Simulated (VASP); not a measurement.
Crystal: TiCo.

```
Ti Co
1.0
     2.98559    0.00000    0.00000
     0.00000    2.98559    0.00000
     0.00000    0.00000    2.98559
Ti Co
1 1
Direct
  0.00000 0.00000 0.00000
  0.50000 0.50000 0.50000
```

Base run:

- Program: VASP 6.6.1
- Functional: PBE
- Potentials or basis: VASP PAW PBE potentials, release 64 (Ti_sv, Co)
- Cutoff: 520 eV
- k mesh: 14 × 14 × 14
- Occupations: gaussian, width 0.1 eV
- Spin: collinear spin, ferromagnetic start
- Starting moments: [0.0, 1.09] μB

Its results: net moment 0.87 μB per cell; site moments Ti -0.03; Co +0.95 μB.

Q: The run is repeated on the same cell with these changes: functional from PBE to PBEsol; further incar settings from ALGO = Normal; EDIFF = 1e-06; NBANDS = 22 to ALGO = Normal; EDIFF = 1e-07. What comes out?

A: Net moment 0.77 μB per cell; site moments Ti -0.02; Co +0.84 μB.
